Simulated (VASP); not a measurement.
# Ga8P7 (a cell with a defect) in VASP: single point with PBE

Aim: the single point of Ga8P7 (a cell with a defect) with PBE.

Program: VASP 6.6.1. These are calculated values, not measurements. Logs are shortened: lines on timing, memory, paths and dates and some standing lists are left out, and cuts for length are marked.

## (1) The cell of the first run

The cell holds a defect, 15 atoms: a = 7.708 Å, b = 7.708 Å, c = 7.708 Å, α = 60.00°, β = 60.00°, γ = 60.00°.

## (2) Single point, PBE

INCAR

```
PREC = Accurate
ENCUT = 400
EDIFF = 1E-6
ISMEAR = 0
SIGMA = 0.02
LREAL = F
LASPH = T
NELM = 120
ALGO = Normal
ISIF = 2
LWAVE = F
LCHARG = T
GGA = PE
LELF = T
LVHAR = T
NELECT = 140.0
NBANDS = 82
GGA_COMPAT = F
```

KPOINTS

```
Automatic mesh
0
Gamma
  2 2 2
```

POSCAR

```
Ga8P7
1.0
    0.0000000000      5.4505000000      5.4505000000
    5.4505000000      0.0000000000      5.4505000000
    5.4505000000      5.4505000000      0.0000000000
Ga P
8 7
Direct
    0.0000000000      0.0000000000      0.0000000000
    0.0000000000      0.0000000000      0.5000000000
    0.0000000000      0.5000000000      0.0000000000
    0.0000000000      0.5000000000      0.5000000000
    0.5000000000      0.0000000000      0.0000000000
    0.5000000000      0.0000000000      0.5000000000
    0.5000000000      0.5000000000      0.0000000000
    0.5000000000      0.5000000000      0.5000000000
    0.1250000000      0.1250000000      0.6250000000
    0.1250000000      0.6250000000      0.1250000000
    0.1250000000      0.6250000000      0.6250000000
    0.6250000000      0.1250000000      0.1250000000
    0.6250000000      0.1250000000      0.6250000000
    0.6250000000      0.6250000000      0.1250000000
    0.6250000000      0.6250000000      0.6250000000
```

Potentials or basis: VASP PAW PBE potentials, release 64 (Ga_d, P).

On the command line:

```console
cat potpaw_PBE.64/Ga_d/POTCAR potpaw_PBE.64/P/POTCAR > POTCAR
mpirun -np 1 vasp_std > vasp.out
```

OUTCAR:

```text
PREC = Accurate
   ENCUT = 400
   EDIFF = 1E-6
   ISMEAR = 0
   LREAL = F
   LASPH = T
   NELM = 120
   ISIF = 2
   GGA = PE
   NELECT = 140.0

 ion  position               nearest neighbor table
   1  0.000  0.000  0.000-   9 2.36  10 2.36  12 2.36
   2  0.000  0.000  0.500-   9 2.36  11 2.36  13 2.36
   3  0.000  0.500  0.000-  10 2.36  11 2.36  14 2.36
   4  0.000  0.500  0.500-  11 2.36  10 2.36   9 2.36  15 2.36
   5  0.500  0.000  0.000-  12 2.36  13 2.36  14 2.36
   6  0.500  0.000  0.500-  13 2.36  12 2.36   9 2.36  15 2.36
   7  0.500  0.500  0.000-  14 2.36  12 2.36  10 2.36  15 2.36
   8  0.500  0.500  0.500-  15 2.36  13 2.36  14 2.36  11 2.36
   9  0.125  0.125  0.625-   2 2.36   1 2.36   4 2.36   6 2.36
  10  0.125  0.625  0.125-   3 2.36   1 2.36   4 2.36   7 2.36
  11  0.125  0.625  0.625-   4 2.36   3 2.36   2 2.36   8 2.36
  12  0.625  0.125  0.125-   5 2.36   1 2.36   6 2.36   7 2.36
  13  0.625  0.125  0.625-   6 2.36   5 2.36   2 2.36   8 2.36
  14  0.625  0.625  0.125-   7 2.36   5 2.36   3 2.36   8 2.36
  15  0.625  0.625  0.625-   8 2.36   6 2.36   7 2.36   4 2.36

  LATTYP: Found a face centered cubic cell.
 ALAT       =    10.9010000000

  Lattice vectors:

 A1 = (   0.0000000000,   5.4505000000,   5.4505000000)
 A2 = (   5.4505000000,   0.0000000000,   5.4505000000)
 A3 = (   5.4505000000,   5.4505000000,   0.0000000000)

Analysis of symmetry for initial positions (statically):
=====================================================================
 Subroutine PRICEL returns:
 Original cell was already a primitive cell.

 Routine SETGRP: Setting up the symmetry group for a
 face centered cubic supercell.

 Subroutine GETGRP returns: Found 24 space group operations
 (whereof  6 operations were pure point group operations)
 out of a pool of 48 trial point group operations.

The static configuration has the point symmetry C_3v.
 The point group associated with its full space group is T_d .

Analysis of symmetry for dynamics (positions and initial velocities):
=====================================================================
 Subroutine PRICEL returns:
 Original cell was already a primitive cell.

 Routine SETGRP: Setting up the symmetry group for a
 face centered cubic supercell.

 Subroutine GETGRP returns: Found 24 space group operations
 (whereof  6 operations were pure point group operations)
 out of a pool of 48 trial point group operations.

The dynamic configuration has the point symmetry C_3v.
 The point group associated with its full space group is T_d .

 Subroutine INISYM returns: Found 24 space group operations
 (whereof  6 operations are pure point group operations),
 and found     1 'primitive' translations

----------------------------------------------------------------------------------------

                                     Primitive cell

  volume of cell :     323.8464

  direct lattice vectors                    reciprocal lattice vectors
     0.000000000  5.450500000  5.450500000    -0.091734703  0.091734703  0.091734703
     5.450500000  0.000000000  5.450500000     0.091734703 -0.091734703  0.091734703
     5.450500000  5.450500000  0.000000000     0.091734703  0.091734703 -0.091734703

  length of vectors
     7.708171022  7.708171022  7.708171022     0.158889167  0.158889167  0.158889167

  position of ions in fractional coordinates (direct lattice)
     0.000000000  0.000000000  0.000000000
     0.000000000  0.000000000  0.500000000
     0.000000000  0.500000000  0.000000000
     0.000000000  0.500000000  0.500000000
     0.500000000  0.000000000  0.000000000
     0.500000000  0.000000000  0.500000000
     0.500000000  0.500000000  0.000000000
     0.500000000  0.500000000  0.500000000
     0.125000000  0.125000000  0.625000000
     0.125000000  0.625000000  0.125000000
     0.125000000  0.625000000  0.625000000
     0.625000000  0.125000000  0.125000000
     0.625000000  0.125000000  0.625000000
     0.625000000  0.625000000  0.125000000
     0.625000000  0.625000000  0.625000000

  ion indices of the primitive-cell ions
   primitive index   ion index
                 1           1
                 2           2
                 3           3
                 4           4
                 5           5
                 6           6
                 7           7
                 8           8
                 9           9
                10          10
                11          11
                12          12
                13          13
                14          14
                15          15

----------------------------------------------------------------------------------------

 KPOINTS: Automatic mesh

Automatic generation of k-mesh.
 Grid dimensions read from file:
 generate k-points for:    2    2    2

 Generating k-lattice:

  Cartesian coordinates                     Fractional coordinates (reciprocal lattice)
    -0.045867352  0.045867352  0.045867352     0.500000000  0.000000000  0.000000000
     0.045867352 -0.045867352  0.045867352     0.000000000  0.500000000  0.000000000
     0.045867352  0.045867352 -0.045867352     0.000000000  0.000000000  0.500000000

  Length of vectors
     0.079444583  0.079444583  0.079444583

  Shift w.r.t. Gamma in fractional coordinates (k-lattice)
     0.000000000  0.000000000  0.000000000

 Subroutine IBZKPT returns following result:
 ===========================================

 Found      3 irreducible k-points:

 Following reciprocal coordinates:
            Coordinates               Weight
  0.000000  0.000000  0.000000      1.000000
  0.500000  0.000000  0.000000      4.000000
  0.500000  0.500000  0.000000      3.000000
   k-points           NKPTS =      3   k-points in BZ     NKDIM =      3   number of bands    NBANDS=     82
   number of dos      NEDOS =    301   number of ions     NIONS =     15
   total plane-waves  NPLWV = 125000
   dimension x,y,z NGX =    50 NGY =   50 NGZ =   50
   dimension x,y,z NGXF=   100 NGYF=  100 NGZF=  100
   ions per type =               8   7
   NGX,Y,Z   is equivalent  to a cutoff of  10.78, 10.78, 10.78 a.u.
   NGXF,Y,Z  is equivalent  to a cutoff of  21.57, 21.57, 21.57 a.u.
 SYSTEM =  unknown system
   PREC   = accura    normal or accurate (medium, high low for compatibility)
   ISTART =      0    job   : 0-new  1-cont  2-samecut
   ICHARG =      2    charge: 1-file 2-atom 10-const
   ISPIN  =      1    spin polarized calculation?
   LNONCOLLINEAR =      F non collinear calculations
   LSORBIT =      F    spin-orbit coupling
   LASPH  =      T    aspherical Exc in radial PAW
   ENCUT  =  400.0 eV  29.40 Ry    5.42 a.u.  12.57 12.57 12.57*2*pi/ulx,y,z
   NELM   =    120;   NELMIN=  2; NELMDL= -5     # of ELM steps
   EDIFF  = 0.1E-05   stopping-criterion for ELM
   LREAL  =      F    real-space projection
   EDIFFG = 0.1E-04   stopping-criterion for IOM
   NSW    =      0    number of steps for IOM
   IBRION =     -1    ionic relax: 0-MD 1-quasi-New 2-CG
   NFREE  =      0    steps in history (QN), initial steepest desc. (CG)
   ISIF   =      2    stress and relaxation
   ISYM   =      2    0-nonsym 1-usesym 2-fastsym
   POTIM  = 0.5000    time-step for ionic-motion
   TEBEG  =    0.0;   TEEND  =   0.0 temperature during run
   PSTRESS=    0.0 pullay stress
   NELECT =     140.0000    total number of electrons
   NUPDOWN=      -1.0000    fix difference up-down
   EMIN   =  10.00;   EMAX   =-10.00  energy-range for DOS
   EFERMI =   0.00;   METHOD = LEGACY
   ISMEAR =     0;   SIGMA  =   0.02  broadening in eV -4-tet -1-fermi 0-gaus
   EFERMI_NEDOS =   21; number of points for ismear=-14 and -15
   IALGO  =     38    algorithm
   IMIX   =      4    mixing-type and parameters
     AMIX     =   0.40;   BMIX     =  1.00
     AMIX_MAG =   1.60;   BMIX_MAG =  1.00
  volume/ion in A,a.u.               =      21.59       145.69
  Fermi-wavevector in a.u.,A,eV,Ry     =   1.237859  2.339214 20.848137  1.532295
  Thomas-Fermi vector in A             =   2.372409
   LORBIT       =      0    0 simple, 1 ext, 2 COOP (PROOUT), +10 PAW based schemes
   GGA     = PE    functional components
   LHFCALC =     F    Hartree Fock is set to
   AEXX    =    0.0000 exact exchange contribution
   IVDW    =     0    specifies the selected vdW correction
   LEPSILON=     F    determine dielectric tensor
   LRPA    =     F    only Hartree local field effects (RPA)
 non-spin polarized calculation
 Gauss-broadening in eV      SIGMA  =   0.02
  energy-cutoff  :      400.00
  volume of cell :      323.85
 maximum number of plane-waves:      5961
   NGX = 25   NGY = 25   NGZ = 25

 number of electron     140.0000103 magnetization

 Free energy of the ion-electron system (eV)
  ---------------------------------------------------
  ext. energy  EPLUGINS =         0.00000000
  ---------------------------------------------------
  free energy    TOTEN  =       -59.22500689 eV

  energy without entropy =      -59.22499484  energy(sigma->0) =      -59.22500087

 E-fermi :   5.5855     XC(G=0):  -9.6534

 val. band max:        5.5386374512   @ k =   0.0000   0.0000   0.0000
 cond. band min:       5.6365759260   @ k =   0.0000   0.0000   0.0000
 fundamental gap:      0.0979384748
 Fermi energy:         5.5855163816

 k-point     1 :       0.0000    0.0000    0.0000
  band No.  band energies     occupation
      1     -10.7768      2.00000
      2     -10.7329      2.00000
      3     -10.7329      2.00000
      4     -10.7082      2.00000
      5     -10.7082      2.00000
      6     -10.7082      2.00000
[... 74 lines left out ...]
     81       7.8199      0.00000
     82       7.8518      0.00000

 k-point     2 :       0.5000    0.0000    0.0000
  band No.  band energies     occupation
      1     -10.7647      2.00000
      2     -10.7270      2.00000
      3     -10.7270      2.00000
      4     -10.7079      2.00000
      5     -10.7021      2.00000
      6     -10.7021      2.00000
[... 74 lines left out ...]
     81       8.8034      0.00000
     82       8.8939      0.00000

 k-point     3 :       0.5000    0.5000    0.0000
  band No.  band energies     occupation
      1     -10.7598      2.00000
      2     -10.7297      2.00000
      3     -10.7187      2.00000
      4     -10.7056      2.00000
      5     -10.7020      2.00000
      6     -10.7020      2.00000
[... 74 lines left out ...]
     81       9.1128      0.00000
     82       9.1208      0.00000

------------------------ aborting loop because EDIFF is reached ----------------------------------------

  FORCE on cell =-STRESS in cart. coord.  units (eV):
  Direction    XX          YY          ZZ          XY          YZ          ZX
  --------------------------------------------------------------------------------------
  -------------------------------------------------------------------------------------
  Total       11.5873318     11.5873318     11.5873318      0.0000000     -0.0000000      0.0000000
  in kB       57.3264433     57.3264433     57.3264433      0.0000000     -0.0000000      0.0000000
  external PRESSURE =      57.3264433 kB  Pullay stress =       0.0000000 kB

 VOLUME and BASIS-vectors are now :
 -----------------------------------------------------------------------------
  energy-cutoff  :      400.00
  volume of cell :      323.85
      direct lattice vectors                 reciprocal lattice vectors
     0.000000000  5.450500000  5.450500000    -0.091734703  0.091734703  0.091734703
     5.450500000  0.000000000  5.450500000     0.091734703 -0.091734703  0.091734703
     5.450500000  5.450500000  0.000000000     0.091734703  0.091734703 -0.091734703

 POSITION                                       TOTAL-FORCE (eV/Angst)
 -----------------------------------------------------------------------------------
      0.00000      0.00000      0.00000         0.655389      0.655389      0.655389
      2.72525      2.72525      0.00000        -0.655389     -0.655389      0.655389
      2.72525      0.00000      2.72525        -0.655389      0.655389     -0.655389
      5.45050      2.72525      2.72525        -0.158510      0.158510      0.158510
      0.00000      2.72525      2.72525         0.655389     -0.655389     -0.655389
      2.72525      5.45050      2.72525         0.158510     -0.158510      0.158510
      2.72525      2.72525      5.45050         0.158510      0.158510     -0.158510
      5.45050      5.45050      5.45050        -0.158510     -0.158510     -0.158510
      4.08787      4.08787      1.36262        -0.000000     -0.000000     -0.025179
      4.08787      1.36262      4.08787        -0.000000     -0.025179     -0.000000
      6.81312      4.08787      4.08787         0.025179     -0.000000     -0.000000
      1.36262      4.08787      4.08787        -0.025179     -0.000000     -0.000000
      4.08787      6.81312      4.08787        -0.000000      0.025179     -0.000000
      4.08787      4.08787      6.81312        -0.000000     -0.000000      0.025179
      6.81312      6.81312      6.81312        -0.000000     -0.000000     -0.000000
 -----------------------------------------------------------------------------------
    total drift:                               -0.000008     -0.000008     -0.000009

  FREE ENERGIE OF THE ION-ELECTRON SYSTEM (eV)
  ---------------------------------------------------
  free  energy   TOTEN  =       -59.2250068931 eV

  energy  without entropy=      -59.2249948447  energy(sigma->0) =      -59.22500087
```

Wall time 3.8 min (1 thread of Intel Xeon 8259CL, shared host); peak memory 0.35 GiB.

Results:

* Free energy: -59.2250 eV
* Largest force: 1.135 eV/Å

Forces on the atoms (eV/Å):
```
Ga   0.655  0.655  0.655
Ga  -0.655 -0.655  0.655
Ga  -0.655  0.655 -0.655
Ga  -0.159  0.159  0.159
Ga   0.655 -0.655 -0.655
Ga   0.159 -0.159  0.159
Ga   0.159  0.159 -0.159
Ga  -0.159 -0.159 -0.159
P    0.000  0.000 -0.025
P    0.000 -0.025  0.000
P    0.025  0.000  0.000
P   -0.025  0.000  0.000
P    0.000  0.025  0.000
P    0.000  0.000  0.025
P    0.000  0.000  0.000
```

Caveat: the k points lie up to 0.50 Å⁻¹ apart; the cell carries a net charge on a neutralising background, which shifts energy and pressure; the cell is charged against a uniform background, so pressure and absolute levels hang on convention.
